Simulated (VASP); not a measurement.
# TiAl5 (P-6m2) in VASP: further runs

The runs below take TiAl5 through single point, relaxation of cell and atoms, with PBE.

Everything below comes from runs of VASP 6.6.1. Logs are shortened: lines on timing, memory, paths and dates and some standing lists are left out, and cuts for length are marked.

### Step 1. The cell of the first run

It takes space group P-6m2 (No. 187, hexagonal). The conventional cell has a = 2.881 Å, b = 2.881 Å, c = 13.889 Å, α = 90.00°, β = 90.00°, γ = 120.00°. Within 3.7 Å of Ti (site symmetry -6m2) lie 6 Al at 2.83 Å and 6 Ti at 2.88 Å. Al (site symmetry 3m) has 9 Al at 2.82 to 2.88 Å and 3 Ti at 2.83 Å within 3.7 Å. Al (site symmetry 3m) has 12 Al at 2.82 to 2.89 Å within 3.7 Å. Within 3.8 Å of Al (site symmetry -6m2) lie 12 Al at 2.88 to 2.89 Å.

The cell was built from a structure type or drawn by symmetry, and may not be a known phase.

### Step 2. Single point, PBE

INCAR reads:

```
SYSTEM = TiAl5
  PREC = Accurate
  ENCUT = 520
  EDIFF = 1E-6
  ISMEAR = 0
  SIGMA = 0.1
  LREAL = .False.
  LASPH = .True.
  NELM = 60
  ALGO = Normal
  ISIF = 2
  LWAVE = .False.
  LCHARG = .True.
  GGA = PE
  LELF = .True.
  LVHAR = .True.
  NBANDS = 22
```

KPOINTS reads:

```
regular mesh
0
Gamma
  6 6 1
  0 0 0
```

POSCAR reads:

```
TiAl5
1.0
    2.8813866244      0.0000000000      0.0000000000
   -1.4406933122      2.4953540149      0.0000000000
    0.0000000000      0.0000000000     13.8892456798
Ti Al
1 5
Direct
    0.0000000000      0.0000000000      0.0000000000
    0.6666666667      0.3333333333      0.1651904066
    0.0000000000      0.0000000000      0.3294360820
    0.6666666667      0.3333333333      0.5000000000
    0.0000000000      0.0000000000      0.6705639180
    0.6666666667      0.3333333333      0.8348095934
```

Potentials or basis: VASP PAW PBE potentials, release 64 (Ti_sv, Al).

Started as:

```
$ cat potpaw_PBE.64/Ti_sv/POTCAR potpaw_PBE.64/Al/POTCAR > POTCAR
$ mpirun -np 1 vasp_std > vasp.out
```

OUTCAR:

```text
SYSTEM = TiAl5
   PREC = Accurate
   ENCUT = 520
   EDIFF = 1E-6
   ISMEAR = 0
   LREAL = .False.
   LASPH = .True.
   NELM = 60
   ISIF = 2
   GGA = PE

 ion  position               nearest neighbor table
   1  0.000  0.000  0.000-   2 2.83   6 2.83   2 2.83   6 2.83   2 2.83   6 2.83
   2  0.667  0.333  0.165-   3 2.82   3 2.82   3 2.82   1 2.83   1 2.83   1 2.83
   3  0.000  0.000  0.329-   2 2.82   2 2.82   2 2.82   4 2.89   4 2.89   4 2.89
   4  0.667  0.333  0.500-   3 2.89   5 2.89   3 2.89   5 2.89   3 2.89   5 2.89
   5  0.000  0.000  0.671-   6 2.82   6 2.82   6 2.82   4 2.89   4 2.89   4 2.89
   6  0.667  0.333  0.835-   5 2.82   5 2.82   5 2.82   1 2.83   1 2.83   1 2.83

  LATTYP: Found a hexagonal cell.
 ALAT       =     2.8813866244
 C/A-ratio  =     4.8203339192

  Lattice vectors:

 A1 = (   2.8813866244,   0.0000000000,   0.0000000000)
 A2 = (  -1.4406933122,   2.4953540149,   0.0000000000)
 A3 = (   0.0000000000,   0.0000000000,  13.8892456798)

Analysis of symmetry for initial positions (statically):
=====================================================================
 Subroutine PRICEL returns:
 Original cell was already a primitive cell.

 Routine SETGRP: Setting up the symmetry group for a
 hexagonal supercell.

 Subroutine GETGRP returns: Found 12 space group operations
 (whereof 12 operations were pure point group operations)
 out of a pool of 24 trial point group operations.

The static configuration has the point symmetry D_3h.

Analysis of symmetry for dynamics (positions and initial velocities):
=====================================================================
 Subroutine PRICEL returns:
 Original cell was already a primitive cell.

 Routine SETGRP: Setting up the symmetry group for a
 hexagonal supercell.

 Subroutine GETGRP returns: Found 12 space group operations
 (whereof 12 operations were pure point group operations)
 out of a pool of 24 trial point group operations.

The dynamic configuration has the point symmetry D_3h.

 Subroutine INISYM returns: Found 12 space group operations
 (whereof 12 operations are pure point group operations),
 and found     1 'primitive' translations

----------------------------------------------------------------------------------------

                                     Primitive cell

  volume of cell :      99.8648

  direct lattice vectors                    reciprocal lattice vectors
     2.881386624  0.000000000  0.000000000     0.347055127  0.200372371  0.000000000
    -1.440693312  2.495354015  0.000000000     0.000000000  0.400744742  0.000000000
     0.000000000  0.000000000 13.889245680     0.000000000  0.000000000  0.071998150

  length of vectors
     2.881386624  2.881386624 13.889245680     0.400744742  0.400744742  0.071998150

  position of ions in fractional coordinates (direct lattice)
     0.000000000  0.000000000  0.000000000
     0.666666667  0.333333333  0.165190407
     0.000000000  0.000000000  0.329436082
     0.666666667  0.333333333  0.500000000
     0.000000000  0.000000000  0.670563918
     0.666666667  0.333333333  0.834809593

  ion indices of the primitive-cell ions
   primitive index   ion index
                 1           1
                 2           2
                 3           3
                 4           4
                 5           5
                 6           6

----------------------------------------------------------------------------------------

 KPOINTS: regular mesh

Automatic generation of k-mesh.
 Grid dimensions read from file:
 generate k-points for:    6    6    1

 Generating k-lattice:

  Cartesian coordinates                     Fractional coordinates (reciprocal lattice)
     0.057842521  0.033395395  0.000000000     0.166666667  0.000000000  0.000000000
     0.000000000  0.066790790  0.000000000     0.000000000  0.166666667  0.000000000
     0.000000000  0.000000000  0.071998150     0.000000000  0.000000000  1.000000000

  Length of vectors
     0.066790790  0.066790790  0.071998150

  Shift w.r.t. Gamma in fractional coordinates (k-lattice)
     0.000000000  0.000000000  0.000000000

 Subroutine IBZKPT returns following result:
 ===========================================

 Found      7 irreducible k-points:

 Following reciprocal coordinates:
            Coordinates               Weight
  0.000000  0.000000  0.000000      1.000000
  0.166667  0.000000  0.000000      6.000000
  0.333333 -0.000000  0.000000      6.000000
  0.500000  0.000000  0.000000      3.000000
  0.166667  0.166667  0.000000      6.000000
  0.333333  0.166667  0.000000     12.000000
  0.333333  0.333333  0.000000      2.000000
   k-points           NKPTS =      7   k-points in BZ     NKDIM =      7   number of bands    NBANDS=     22
   number of dos      NEDOS =    301   number of ions     NIONS =      6
   total plane-waves  NPLWV =  62208
   dimension x,y,z NGX =    24 NGY =   24 NGZ =  108
   dimension x,y,z NGXF=    48 NGYF=   48 NGZF=  216
   ions per type =               1   5
   NGX,Y,Z   is equivalent  to a cutoff of  13.85, 13.85, 12.93 a.u.
   NGXF,Y,Z  is equivalent  to a cutoff of  27.69, 27.69, 25.85 a.u.
 SYSTEM =  TiAl5
   PREC   = accura    normal or accurate (medium, high low for compatibility)
   ISTART =      0    job   : 0-new  1-cont  2-samecut
   ICHARG =      2    charge: 1-file 2-atom 10-const
   ISPIN  =      1    spin polarized calculation?
   LNONCOLLINEAR =      F non collinear calculations
   LSORBIT =      F    spin-orbit coupling
   LASPH  =      T    aspherical Exc in radial PAW
   ENCUT  =  520.0 eV  38.22 Ry    6.18 a.u.   5.36  5.36 25.82*2*pi/ulx,y,z
   NELM   =     60;   NELMIN=  2; NELMDL= -5     # of ELM steps
   EDIFF  = 0.1E-05   stopping-criterion for ELM
   LREAL  =      F    real-space projection
   EDIFFG = 0.1E-04   stopping-criterion for IOM
   NSW    =      0    number of steps for IOM
   IBRION =     -1    ionic relax: 0-MD 1-quasi-New 2-CG
   NFREE  =      0    steps in history (QN), initial steepest desc. (CG)
   ISIF   =      2    stress and relaxation
   ISYM   =      2    0-nonsym 1-usesym 2-fastsym
   POTIM  = 0.5000    time-step for ionic-motion
   TEBEG  =    0.0;   TEEND  =   0.0 temperature during run
   PSTRESS=    0.0 pullay stress
   NELECT =      27.0000    total number of electrons
   NUPDOWN=      -1.0000    fix difference up-down
   EMIN   =  10.00;   EMAX   =-10.00  energy-range for DOS
   EFERMI =   0.00;   METHOD = LEGACY
   ISMEAR =     0;   SIGMA  =   0.10  broadening in eV -4-tet -1-fermi 0-gaus
   EFERMI_NEDOS =   21; number of points for ismear=-14 and -15
   IALGO  =     38    algorithm
   IMIX   =      4    mixing-type and parameters
     AMIX     =   0.40;   BMIX     =  1.00
     AMIX_MAG =   1.60;   BMIX_MAG =  1.00
  volume/ion in A,a.u.               =      16.64       112.32
  Fermi-wavevector in a.u.,A,eV,Ry     =   1.058584  2.000434 15.246688  1.120600
  Thomas-Fermi vector in A             =   2.193899
   LORBIT       =      0    0 simple, 1 ext, 2 COOP (PROOUT), +10 PAW based schemes
   GGA     = PE    functional components
   LHFCALC =     F    Hartree Fock is set to
   AEXX    =    0.0000 exact exchange contribution
   IVDW    =     0    specifies the selected vdW correction
   LEPSILON=     F    determine dielectric tensor
   LRPA    =     F    only Hartree local field effects (RPA)
 non-spin polarized calculation
 Gauss-broadening in eV      SIGMA  =   0.10
  energy-cutoff  :      520.00
  volume of cell :       99.86
 maximum number of plane-waves:      2751
 NGX is ok and might be reduce to    24
   NGX = 11   NGY = 11   NGZ = 51

 number of electron      27.0000002 magnetization

 Free energy of the ion-electron system (eV)
  ---------------------------------------------------
  ext. energy  EPLUGINS =         0.00000000
  ---------------------------------------------------
  free energy    TOTEN  =       -27.12623088 eV

  energy without entropy =      -27.10807236  energy(sigma->0) =      -27.11715162

 E-fermi :   8.0955     XC(G=0): -10.4191

 val. band max:        8.0897329355   @ k =   0.3333   0.3333   0.0000
 cond. band min:       8.1067473068   @ k =   0.3333  -0.0000   0.0000
 fundamental gap:      0.0170143713
 Fermi energy:         8.0955062892

 k-point     1 :       0.0000    0.0000    0.0000
  band No.  band energies     occupation
      1     -48.6279      2.00000
      2     -25.0482      2.00000
      3     -24.5099      2.00000
      4     -24.5099      2.00000
      5      -2.8099      2.00000
      6      -2.2278      2.00000
[... 14 lines left out ...]
     21      18.4929      0.00000
     22      18.4929      0.00000

 k-point     2 :       0.1667    0.0000    0.0000
  band No.  band energies     occupation
      1     -48.6057      2.00000
      2     -25.0253      2.00000
      3     -24.6515      2.00000
      4     -24.5421      2.00000
      5      -2.1510      2.00000
      6      -1.5794      2.00000
[... 14 lines left out ...]
     21      14.6639      0.00000
     22      15.8910      0.00000

 k-point     3 :       0.3333   -0.0000    0.0000
  band No.  band energies     occupation
      1     -48.5608      2.00000
      2     -24.9794      2.00000
      3     -24.9279      2.00000
      4     -24.6058      2.00000
      5      -0.1956      2.00000
      6       0.3439      2.00000
[... 14 lines left out ...]
     21      12.7993      0.00000
     22      12.9309      0.00000

 k-point     4 :       0.5000    0.0000    0.0000
  band No.  band energies     occupation
      1     -48.5382      2.00000
      2     -25.0630      2.00000
      3     -24.9563      2.00000
      4     -24.6374      2.00000
      5       2.8705      2.00000
      6       3.1071      2.00000
[... 14 lines left out ...]
     21      11.8237      0.00000
     22      12.0121      0.00000

 k-point     5 :       0.1667    0.1667    0.0000
  band No.  band energies     occupation
      1     -48.5720      2.00000
      2     -24.9909      2.00000
      3     -24.8329      2.00000
      4     -24.6175      2.00000
      5      -0.8437      2.00000
      6      -0.2932      2.00000
[... 14 lines left out ...]
     21      11.9368      0.00000
     22      12.2013      0.00000

 k-point     6 :       0.3333    0.1667    0.0000
  band No.  band energies     occupation
      1     -48.5382      2.00000
      2     -24.9925      2.00000
      3     -24.9563      2.00000
      4     -24.7113      2.00000
      5       1.7274      2.00000
      6       2.2310      2.00000
[... 14 lines left out ...]
     21      10.6612      0.00000
     22      11.0150      0.00000

 k-point     7 :       0.3333    0.3333    0.0000
  band No.  band energies     occupation
      1     -48.5269      2.00000
      2     -24.9449      2.00000
      3     -24.8974      2.00000
      4     -24.8930      2.00000
      5       4.7277      2.00000
      6       4.7565      2.00000
[... 14 lines left out ...]
     21       9.7267      0.00000
     22      10.2319      0.00000

------------------------ aborting loop because EDIFF is reached ----------------------------------------

  FORCE on cell =-STRESS in cart. coord.  units (eV):
  Direction    XX          YY          ZZ          XY          YZ          ZX
  --------------------------------------------------------------------------------------
  -------------------------------------------------------------------------------------
  Total       -0.1038840     -0.1038840     -0.0317202      0.0000000      0.0000000      0.0000000
  in kB       -1.6666593     -1.6666593     -0.5089020      0.0000000      0.0000000      0.0000000
  external PRESSURE =      -1.2807402 kB  Pullay stress =       0.0000000 kB

 VOLUME and BASIS-vectors are now :
 -----------------------------------------------------------------------------
  energy-cutoff  :      520.00
  volume of cell :       99.86
      direct lattice vectors                 reciprocal lattice vectors
     2.881386624  0.000000000  0.000000000     0.347055127  0.200372371  0.000000000
    -1.440693312  2.495354015  0.000000000     0.000000000  0.400744742  0.000000000
     0.000000000  0.000000000 13.889245680     0.000000000  0.000000000  0.071998150

 POSITION                                       TOTAL-FORCE (eV/Angst)
 -----------------------------------------------------------------------------------
      0.00000      0.00000      0.00000        -0.000000      0.000000     -0.000000
      1.44069      0.83178      2.29437         0.000000     -0.000000      0.006534
      0.00000      0.00000      4.57562         0.000000     -0.000000     -0.010524
      1.44069      0.83178      6.94462        -0.000000     -0.000000     -0.000000
      0.00000      0.00000      9.31363         0.000000      0.000000      0.010524
      1.44069      0.83178     11.59488         0.000000      0.000000     -0.006534
 -----------------------------------------------------------------------------------
    total drift:                               -0.000000      0.000000     -0.000000

  FREE ENERGIE OF THE ION-ELECTRON SYSTEM (eV)
  ---------------------------------------------------
  free  energy   TOTEN  =       -27.1262308780 eV

  energy  without entropy=      -27.1080723584  energy(sigma->0) =      -27.11715162
```

Run time: 38 s. Hardware: 1 thread of Intel Xeon 8259CL, shared host; peak memory 0.23 GiB.

What came out:

| Quantity | Value |
| --- | --- |
| Free energy | -27.1262 eV |
| Pressure | -0.1 GPa |
| Largest force | 0.011 eV/Å |
| Band gap on the k mesh | zero (an odd number of electrons rules out a gap without spin polarisation) |

Forces in eV/Å, atoms in the order of the input:
```
Ti   0.000  0.000  0.000
Al   0.000  0.000  0.007
Al   0.000  0.000 -0.011
Al   0.000  0.000  0.000
Al   0.000  0.000  0.011
Al   0.000  0.000 -0.007
```

Stress tensor (GPa, compression positive):
```
-0.17  0.00  0.00
 0.00 -0.17  0.00
 0.00  0.00 -0.05
```

Caveat: the k points lie up to 0.45 Å⁻¹ apart, too coarse for converged energies and pressures of a metal.

### Step 3. Single point, PBE

This run uses another cell than the first one, of 20.53 Å³/atom.

INCAR reads:

```
SYSTEM = TiAl5
PREC = Accurate ; ENCUT = 520
EDIFF = 1E-6 ; ISMEAR = 0
SIGMA = 0.1 ; LREAL = .False.
LASPH = .True. ; NELM = 80
ALGO = Fast ; ISIF = 2
LWAVE = .False. ; LCHARG = .False.
GGA = PE ; NBANDS = 22
```

KPOINTS reads:

```
Automatic mesh
0
Gamma
  6 6 1
  0 0 0
```

POSCAR reads:

```
TiAl5
1.0
    3.0516859400      0.0000000000      0.0000000000
   -1.5258429700      2.6428375500      0.0000000000
    0.0000000000      0.0000000000     15.2702886800
Ti Al
1 5
Direct
    0.0000000000      0.0000000000      0.0000000000
    0.6666666700      0.3333333300      0.1697627500
    0.0000000000      0.0000000000      0.3333671700
    0.6666666700      0.3333333300      0.5000000000
    0.0000000000      0.0000000000      0.6666328300
    0.6666666700      0.3333333300      0.8302372500
```

Potentials or basis: VASP PAW PBE potentials, release 64 (Ti_sv, Al).

Started as:

```
$ cat potpaw_PBE.64/Ti_sv/POTCAR potpaw_PBE.64/Al/POTCAR > POTCAR
$ mpirun -np 1 vasp_std > vasp.out
```

Wall time 1.7 min (1 thread of Intel Xeon 8259CL, shared host); peak memory 0.24 GiB.

It converged, with:

* Free energy: -26.0046 eV
* Pressure: -11.6 GPa
* Largest force: 0.297 eV/Å
* Band gap on the k mesh: zero (an odd number of electrons rules out a gap without spin polarisation)

Forces in eV/Å, atoms in the order of the input:
```
Ti   0.000  0.000  0.000
Al   0.000  0.000 -0.297
Al   0.000  0.000 -0.171
Al   0.000  0.000  0.000
Al   0.000  0.000  0.171
Al   0.000  0.000  0.297
```

Stress tensor (GPa, compression positive):
```
 -9.85   0.00   0.00
  0.00  -9.85   0.00
  0.00   0.00 -14.96
```

Levels at points of the mesh, in eV from the Fermi level:
| k point | band 9 | band 10 | band 11 | band 12 | band 13 | band 14 | band 15 | band 16 | band 17 | band 18 |
| --- | --- | --- | --- | --- | --- | --- | --- | --- | --- | --- |
| (0.00, 0.00, 0.00) | -6.00 | -3.34 | -3.23 | -0.82 | 0.85 | 0.85 | 1.00 | 1.89 | 1.89 | 2.54 |
| (0.50, 0.00, 0.00) | -3.41 | -2.93 | -2.43 | -1.74 | -1.68 | -0.81 | -0.45 | -0.06 | 1.37 | 1.60 |

Caveat: the k points lie up to 0.41 Å⁻¹ apart, too coarse for converged energies and pressures of a metal.

### Step 4. Single point, PBE

This run uses another cell than the first one, of 16.69 Å³/atom.

INCAR reads:

```
SYSTEM = TiAl5
PREC = Accurate
ENCUT = 520
EDIFF = 1E-7
ISMEAR = 0
SIGMA = 0.1
LREAL = .False.
LASPH = .True.
NELM = 60
ALGO = Normal
ISIF = 2
LWAVE = .False.
LCHARG = .False.
GGA = PE
NBANDS = 22
```

KPOINTS reads:

```
regular mesh
0
Gamma
  6 6 2
  0 0 0
```

POSCAR reads:

```
TiAl5
1.0
    2.8712868629      0.0000000000      0.0000000000
   -1.4356434315      2.4866073648      0.0000000000
    0.0000000000      0.0000000000     14.0273057175
Ti Al
1 5
Direct
    0.0000000000      0.0000000000      0.0000000000
    0.6666666667      0.3333333333      0.1630201337
    0.0000000000      0.0000000000      0.3281462119
    0.6666666667      0.3333333333      0.5000000000
    0.0000000000      0.0000000000      0.6718537881
    0.6666666667      0.3333333333      0.8369798663
```

Started as:

```
$ cat potpaw_PBE.64/Ti_sv/POTCAR potpaw_PBE.64/Al/POTCAR > POTCAR
$ mpirun -np 1 vasp_std > vasp.out
```

Run time: 77 s. Hardware: 1 thread of Intel Xeon 8259CL, shared host; peak memory 0.24 GiB.

It converged, with:

```
Free energy            : -27.0829 eV
Pressure               : -0.1 GPa
Band gap on the k mesh : zero (an odd number of electrons rules out a gap without spin polarisation)
```

Forces in eV/Å, atoms in the order of the input:
```
Ti   0.000  0.000  0.000
Al   0.000  0.000  0.000
Al   0.000  0.000 -0.003
Al   0.000  0.000  0.000
Al   0.000  0.000  0.003
Al   0.000  0.000  0.000
```

Levels at points of the mesh, in eV from the Fermi level:
```csv
k point,band 9,band 10,band 11,band 12,band 13,band 14,band 15,band 16,band 17,band 18
"(0.00, 0.00, 0.00)",-6.68,-3.78,-3.26,-0.76,1.17,1.17,1.49,2.51,2.51,3.56
"(0.50, 0.00, 0.00)",-3.95,-3.21,-2.93,-1.92,-1.82,-0.90,-0.40,-0.02,1.74,1.83
"(0.00, 0.00, 0.50)",-5.88,-4.97,-1.96,-1.34,1.15,1.17,1.17,2.51,2.51,4.49
"(0.50, 0.00, 0.50)",-3.67,-3.52,-2.67,-2.20,-1.67,-1.25,-0.04,0.57,1.07,1.74
```

Caveat: the k points lie up to 0.42 Å⁻¹ apart, too coarse for converged energies and pressures of a metal.

(Part 1 of 2 ends here.)
